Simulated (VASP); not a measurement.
The system is Pd.

```xyz
1
Lattice="0.0000 1.9465 1.9465 1.9465 0.0000 1.9465 1.9465 1.9465 0.0000" Properties=species:S:1:pos:R:3 pbc="T T T"
Pd    0.0000    0.0000    0.0000
```

| Property | Result |
| --- | --- |
| Program | VASP 6.6.1 |
| Task | relaxation of cell and atoms |
| Functional | LDA |
| Potentials or basis | VASP PAW LDA potentials, release 64 (Pd) |
| Cutoff | 600 eV |
| k mesh | 12 × 12 × 12 |
| Occupations | fermi-dirac, width 0.05 eV |
| Spin | no spin polarisation |

At the start: pressure -8.5 GPa; volume 14.75 Å³/atom.

Q: Where does the relaxation end?

A: Over 4 steps the energy falls by 16.7 meV/atom and the volume is 14.15 Å³/atom (-4.1 %); space group Fm-3m (No. 225, to 0.05 Å).

Step by step:
```
step  energy change (eV)  largest force (eV/Å)  pressure (GPa)  volume (Å³)
   1              0.0000                0.0000           -8.47        14.75
   2              0.0423                0.0000           20.44        13.15
   3             -0.0167                0.0000           -0.22        14.16
   4             -0.0167                0.0000           -0.01        14.15
```

Final structure:
```
Pd
1.0
     0.00000    1.91968    1.91968
     1.91968    0.00000    1.91968
     1.91968    1.91968    0.00000
Pd
1
Direct
  0.00000 0.00000 0.00000
```
